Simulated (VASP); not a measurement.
Set up this calculation in VASP 6.6.1, as the native input.

| Item | Value |
| --- | --- |
| Task | single point |
| Functional | LDA |
| Potentials or basis | VASP PAW LDA potentials, release 64 (Ti_sv, H) |
| Cutoff | 520 eV |
| k mesh | 22 × 22 × 22 |
| Occupations | gaussian, width 0.15 eV |
| Spin | no spin polarisation |
| Dipole correction | no |
| Further INCAR settings | ALGO = Normal; EDIFF = 1e-06; NBANDS = 14 |

The structure of TiH lies in POSCAR:

```
TiH
1.0
    0.0000000000      2.0896972200      2.0896972200
    2.0896972200      0.0000000000      2.0896972200
    2.0896972200      2.0896972200      0.0000000000
Ti H
1 1
Direct
    0.0000000000      0.0000000000      0.0000000000
    0.5000000000      0.5000000000      0.5000000000
```

The input as run:

INCAR

```
SYSTEM = TiH
ALGO = Normal ; EDIFF = 1E-6
ENCUT = 520 ; GGA = CA
ISIF = 2 ; ISMEAR = 0
LASPH = .True. ; LCHARG = .False.
LREAL = .False. ; LWAVE = .False.
NBANDS = 14 ; NELM = 80
PREC = Accurate ; SIGMA = 0.15
```

KPOINTS

```
k-points
0
Gamma
  22 22 22
  0 0 0
```

Potentials or basis: VASP PAW LDA potentials, release 64 (Ti_sv, H).

Launch:

```sh
$ cat potpaw_LDA.64/Ti_sv/POTCAR potpaw_LDA.64/H/POTCAR > POTCAR
$ mpirun -np 1 vasp_std > vasp.out
```

It gave:

```
Pressure               : -7.8 GPa
Band gap on the k mesh : zero (an odd number of electrons rules out a gap without spin polarisation)
```

Caveat: the cell stands under tension; an odd number of electrons without spin polarisation forces a metal; a magnetic or distorted state may lie lower.

It took 49 s on 1 thread of Intel(R) Xeon(R) Platinum 8259CL CPU @ 2.50GHz (Skylake/Cascade Lake), on a shared host, peak memory 0.2 GiB.
